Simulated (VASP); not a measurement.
# WC (P-6m2) in VASP: notebook, part 2 of 3

VASP 6.6.1. The steps go on from the part before.

### Step 3. Single point, r2SCAN (11.04 Å³/atom)

This run uses another cell than the first one, of 11.04 Å³/atom.

The input, POSCAR:

```
WC
1.0
    2.9741876820      0.0000000000      0.0000000000
   -1.4870938410      2.5757220882      0.0000000000
    0.0000000000      0.0000000000      2.8820688245
W C
1 1
Direct
    0.0000000000      0.0000000000      0.0000000000
    0.6666666667      0.3333333333      0.5000000000
```

The input, INCAR.step1:

```
PREC = Accurate
ENCUT = 910
ISMEAR = 0
SIGMA = 0.1
LREAL = False
LASPH = True
NELM = 120
NBANDS = 16
GGA = PE
ALGO = Normal
EDIFF = 1E-5
LWAVE = True
LCHARG = False
GGA_COMPAT = False
```

The input, INCAR.step2:

```
PREC = Accurate
ENCUT = 910
EDIFF = 1E-6
ISMEAR = 0
SIGMA = 0.1
LREAL = False
LASPH = True
NELM = 120
ALGO = Normal
ISIF = 2
LWAVE = False
LCHARG = False
METAGGA = R2SCAN
LMIXTAU = True
NBANDS = 16
ISTART = 1
GGA_COMPAT = False
```

The input, KPOINTS:

```
Automatic mesh
0
Gamma
  18 18 14
```

Potentials or basis: VASP PAW PBE potentials, release 64 (W_sv, C_h).

Started as:

```bash
$ cat potpaw_PBE.64/W_sv/POTCAR potpaw_PBE.64/C_h/POTCAR > POTCAR
$ cp INCAR.step1 INCAR
$ mpirun -np 1 vasp_std > vasp.out
$ cp INCAR.step2 INCAR
$ mpirun -np 1 vasp_std > vasp.out
```

OUTCAR:

```text
PREC = Accurate
   ENCUT = 910
   EDIFF = 1E-6
   ISMEAR = 0
   LREAL = False
   LASPH = True
   NELM = 120
   ISIF = 2
   METAGGA = R2SCAN
   ISTART = 1

 ion  position               nearest neighbor table
   1  0.000  0.000  0.000-   2 2.24   2 2.24   2 2.24   2 2.24   2 2.24   2 2.24
   2  0.667  0.333  0.500-   1 2.24   1 2.24   1 2.24   1 2.24   1 2.24   1 2.24

  LATTYP: Found a hexagonal cell.
 ALAT       =     2.9741876820
 C/A-ratio  =     0.9690272211

  Lattice vectors:

 A1 = (   2.9741876820,   0.0000000000,   0.0000000000)
 A2 = (  -1.4870938410,   2.5757220882,   0.0000000000)
 A3 = (   0.0000000000,   0.0000000000,   2.8820688245)

Analysis of symmetry for initial positions (statically):
=====================================================================
 Subroutine PRICEL returns:
 Original cell was already a primitive cell.

 Routine SETGRP: Setting up the symmetry group for a
 hexagonal supercell.

 Subroutine GETGRP returns: Found 12 space group operations
 (whereof 12 operations were pure point group operations)
 out of a pool of 24 trial point group operations.

The static configuration has the point symmetry D_3h.

Analysis of symmetry for dynamics (positions and initial velocities):
=====================================================================
 Subroutine PRICEL returns:
 Original cell was already a primitive cell.

 Routine SETGRP: Setting up the symmetry group for a
 hexagonal supercell.

 Subroutine GETGRP returns: Found 12 space group operations
 (whereof 12 operations were pure point group operations)
 out of a pool of 24 trial point group operations.

The dynamic configuration has the point symmetry D_3h.

 Subroutine INISYM returns: Found 12 space group operations
 (whereof 12 operations are pure point group operations),
 and found     1 'primitive' translations

----------------------------------------------------------------------------------------

                                     Primitive cell

  volume of cell :      22.0786

  direct lattice vectors                    reciprocal lattice vectors
     2.974187682  0.000000000  0.000000000     0.336226260  0.194120322  0.000000000
    -1.487093841  2.575722088  0.000000000     0.000000000  0.388240643  0.000000000
     0.000000000  0.000000000  2.882068825     0.000000000  0.000000000  0.346972977

  length of vectors
     2.974187682  2.974187682  2.882068825     0.388240643  0.388240643  0.346972977

  position of ions in fractional coordinates (direct lattice)
     0.000000000  0.000000000  0.000000000
     0.666666667  0.333333333  0.500000000

  ion indices of the primitive-cell ions
   primitive index   ion index
                 1           1
                 2           2

----------------------------------------------------------------------------------------

 KPOINTS: Automatic mesh

Automatic generation of k-mesh.
 Grid dimensions read from file:
 generate k-points for:   18   18   14

 Generating k-lattice:

  Cartesian coordinates                     Fractional coordinates (reciprocal lattice)
     0.018679237  0.010784462  0.000000000     0.055555556  0.000000000  0.000000000
     0.000000000  0.021568925  0.000000000     0.000000000  0.055555556  0.000000000
     0.000000000  0.000000000  0.024783784     0.000000000  0.000000000  0.071428571

  Length of vectors
     0.021568925  0.021568925  0.024783784

  Shift w.r.t. Gamma in fractional coordinates (k-lattice)
     0.000000000  0.000000000  0.000000000

 Subroutine IBZKPT returns following result:
 ===========================================

 Found    296 irreducible k-points:

 Following reciprocal coordinates:
            Coordinates               Weight
  0.000000  0.000000  0.000000      1.000000
  0.055556  0.000000  0.000000      6.000000
  0.111111  0.000000  0.000000      6.000000
  0.166667 -0.000000  0.000000      6.000000
  0.222222  0.000000  0.000000      6.000000
  0.277778  0.000000  0.000000      6.000000
[... 16 lines left out ...]
  0.333333  0.111111  0.000000     12.000000
  0.388889  0.111111  0.000000     12.000000
 [... further k-points ...]
   k-points           NKPTS =    296   k-points in BZ     NKDIM =    296   number of bands    NBANDS=     16
   number of dos      NEDOS =    301   number of ions     NIONS =      2
   total plane-waves  NPLWV =  25200
   dimension x,y,z NGX =    30 NGY =   30 NGZ =   28
   dimension x,y,z NGXF=    60 NGYF=   60 NGZF=   56
   ions per type =               1   1
   NGX,Y,Z   is equivalent  to a cutoff of  16.77, 16.77, 16.15 a.u.
   NGXF,Y,Z  is equivalent  to a cutoff of  33.54, 33.54, 32.30 a.u.
 SYSTEM =  unknown system
   PREC   = accura    normal or accurate (medium, high low for compatibility)
   ISTART =      1    job   : 0-new  1-cont  2-samecut
   ICHARG =      0    charge: 1-file 2-atom 10-const
   ISPIN  =      1    spin polarized calculation?
   LNONCOLLINEAR =      F non collinear calculations
   LSORBIT =      F    spin-orbit coupling
   LASPH  =      T    aspherical Exc in radial PAW
   ENCUT  =  910.0 eV  66.88 Ry    8.18 a.u.   7.32  7.32  7.09*2*pi/ulx,y,z
   NELM   =    120;   NELMIN=  2; NELMDL=  0     # of ELM steps
   EDIFF  = 0.1E-05   stopping-criterion for ELM
   LREAL  =      F    real-space projection
[... 7 lines left out ...]
   TEBEG  =    0.0;   TEEND  =   0.0 temperature during run
   PSTRESS=    0.0 pullay stress
   NELECT =      18.0000    total number of electrons
   NUPDOWN=      -1.0000    fix difference up-down
   EMIN   =  10.00;   EMAX   =-10.00  energy-range for DOS
   EFERMI =   0.00;   METHOD = LEGACY
   ISMEAR =     0;   SIGMA  =   0.10  broadening in eV -4-tet -1-fermi 0-gaus
   EFERMI_NEDOS =   21; number of points for ismear=-14 and -15
   IALGO  =     38    algorithm
   IMIX   =      4    mixing-type and parameters
     AMIX     =   0.40;   BMIX     =  1.00
     AMIX_MAG =   1.60;   BMIX_MAG =  1.00
  volume/ion in A,a.u.               =      11.04        74.50
  Fermi-wavevector in a.u.,A,eV,Ry     =   1.529355  2.890063 31.823047  2.338928
  Thomas-Fermi vector in A             =   2.636988
   LORBIT       =      0    0 simple, 1 ext, 2 COOP (PROOUT), +10 PAW based schemes
   METAGGA = R2SCAN    functional components
   LHFCALC =     F    Hartree Fock is set to
   AEXX    =    0.0000 exact exchange contribution
   IVDW    =     0    specifies the selected vdW correction
   LEPSILON=     F    determine dielectric tensor
   LRPA    =     F    only Hartree local field effects (RPA)
 non-spin polarized calculation
 Gauss-broadening in eV      SIGMA  =   0.10
  energy-cutoff  :      910.00
  volume of cell :       22.08
 maximum number of plane-waves:      1406
 NGX is ok and might be reduce to    30
   NGX = 15   NGY = 15   NGZ = 15

 number of electron      18.0000000 magnetization

 Free energy of the ion-electron system (eV)
  ---------------------------------------------------
  ext. energy  EPLUGINS =         0.00000000
  ---------------------------------------------------
  free energy    TOTEN  =       -61.55210031 eV

  energy without entropy =      -61.55064804  energy(sigma->0) =      -61.55137418

 E-fermi :  10.3963     XC(G=0): -14.5796

 val. band max:       10.3707901934   @ k =   0.0556   0.0556   0.3571
 cond. band min:      10.4023369145   @ k =   0.0556   0.0000   0.2857
 fundamental gap:      0.0315467211
 Fermi energy:        10.3963057300

 k-point     1 :       0.0000    0.0000    0.0000
  band No.  band energies     occupation
      1     -65.6741      2.00000
      2     -28.9687      2.00000
      3     -28.9028      2.00000
      4     -28.9028      2.00000
      5      -4.3473      2.00000
      6       6.2811      2.00000
[... 8 lines left out ...]
     15      25.1243      0.00000
     16      27.3639      0.00000

 k-point     2 :       0.0556    0.0000    0.0000
  band No.  band energies     occupation
      1     -65.6727      2.00000
      2     -28.9661      2.00000
      3     -28.9242      2.00000
      4     -28.9076      2.00000
      5      -4.2705      2.00000
      6       6.3084      2.00000
[... 8 lines left out ...]
     15      24.9414      0.00000
     16      27.5327      0.00000
[... 387 lines left out ...]
      5      -1.5074      2.00000
      6       3.7992      2.00000
[... 8 lines left out ...]
     15      25.0852      0.00000
     16      27.4884      0.00000

 k-point    24 :       0.3889    0.1111    0.0000
  band No.  band energies     occupation
      1     -65.6267      2.00000
      2     -29.5370      2.00000
      3     -29.1071      2.00000
      4     -28.8785      2.00000
      5      -1.1559      2.00000
      6       3.5563      2.00000
[... 8 lines left out ...]
     15      24.2476      0.00000
     16      28.1262      0.00000

 [... further k-points ...]

------------------------ aborting loop because EDIFF is reached ----------------------------------------

  FORCE on cell =-STRESS in cart. coord.  units (eV):
  Direction    XX          YY          ZZ          XY          YZ          ZX
  --------------------------------------------------------------------------------------
  -------------------------------------------------------------------------------------
  Total       -2.6580768     -2.6580768     -2.6260423      0.0000000     -0.0000000      0.0000000
  in kB     -192.8885192   -192.8885192   -190.5638742      0.0000000     -0.0000000      0.0000000
  external PRESSURE =    -192.1136376 kB  Pullay stress =       0.0000000 kB

 VOLUME and BASIS-vectors are now :
 -----------------------------------------------------------------------------
  energy-cutoff  :      910.00
  volume of cell :       22.08
      direct lattice vectors                 reciprocal lattice vectors
     2.974187682  0.000000000  0.000000000     0.336226260  0.194120322  0.000000000
    -1.487093841  2.575722088  0.000000000     0.000000000  0.388240643  0.000000000
     0.000000000  0.000000000  2.882068825     0.000000000  0.000000000  0.346972977

 POSITION                                       TOTAL-FORCE (eV/Angst)
 -----------------------------------------------------------------------------------
      0.00000      0.00000      0.00000         0.000000      0.000000      0.000000
      1.48709      0.85857      1.44103        -0.000000      0.000000      0.000000
 -----------------------------------------------------------------------------------
    total drift:                               -0.000000      0.000000      0.000000

  FREE ENERGIE OF THE ION-ELECTRON SYSTEM (eV)
  ---------------------------------------------------
  free  energy   TOTEN  =       -61.5521003074 eV

  energy  without entropy=      -61.5506480439  energy(sigma->0) =      -61.55137418
```

Run time: 4.2 min. Hardware: 1 thread of Intel Xeon 6975P-C (Granite Rapids), shared host; peak memory 0.36 GiB.

Results:

```
Free energy            : -61.5521 eV
Pressure               : -19.2 GPa
Band gap on the k mesh : zero (bands 9 and 10 overlap by 1.28 eV)
```

Stress tensor (GPa, compression positive):
```
-19.29   0.00   0.00
  0.00 -19.29   0.00
  0.00   0.00 -19.06
```

Caveat: the cutoff is under 1.25 times the usual one of these potentials, so pressure, stress and relaxed cells hold a basis-set (Pulay) error; the cell stands under tension; the PAW data sets were made with another functional, which shifts forces and pressure a little; spin-orbit coupling is left out, which moves the levels of the heavy elements.

(Part 2 of 3 ends here.)
